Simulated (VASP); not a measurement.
A run of VASP 6.6.1:

The input INCAR:

```
ALGO     = Fast           # electronic algorithm
EDIFF    = 1E-7           # SCF threshold, eV
ENCUT    = 520            # plane-wave cutoff, eV
GGA      = PS             # functional
ISIF     = 2              # what is computed and relaxed
ISMEAR   = 0              # smearing method
LASPH    = True           # aspherical terms in the spheres
LCHARG   = False          # write CHGCAR
LREAL    = False          # projectors in reciprocal space
LWAVE    = False          # write WAVECAR
NBANDS   = 38             # bands
NELM     = 60             # most SCF steps
PREC     = Accurate       # precision mode
SIGMA    = 0.15           # smearing width, eV
```

Contents of KPOINTS:

```
k-points
0
Gamma
  18 18 6
```

POSCAR

```
Rh
1.0
    2.7023000000      0.0000000000      0.0000000000
   -1.3511500000      2.3402604486      0.0000000000
    0.0000000000      0.0000000000      9.4257000000
Rh
4
Direct
    0.0000000000      0.0000000000      0.0000000000
    0.3333333333      0.6666666667      0.2500000000
    0.0000000000      0.0000000000      0.5000000000
    0.6666666667      0.3333333333      0.7500000000
```

Potentials or basis: VASP PAW PBE potentials, release 64 (Rh_pv).

Launch:

```console
$ cat potpaw_PBE.64/Rh_pv/POTCAR > POTCAR
$ mpirun -np 1 vasp_std > vasp.out
```

Hardware: 1 thread of Intel Xeon 8259CL, with other jobs on the host.

**Question.** How long does it take, and how much memory?

**Answer.** It took 7.7 min on 1 thread of Intel Xeon 8259CL (shared host), peak memory 0.34 GiB. Counts: scf iterations 18, k points 148.
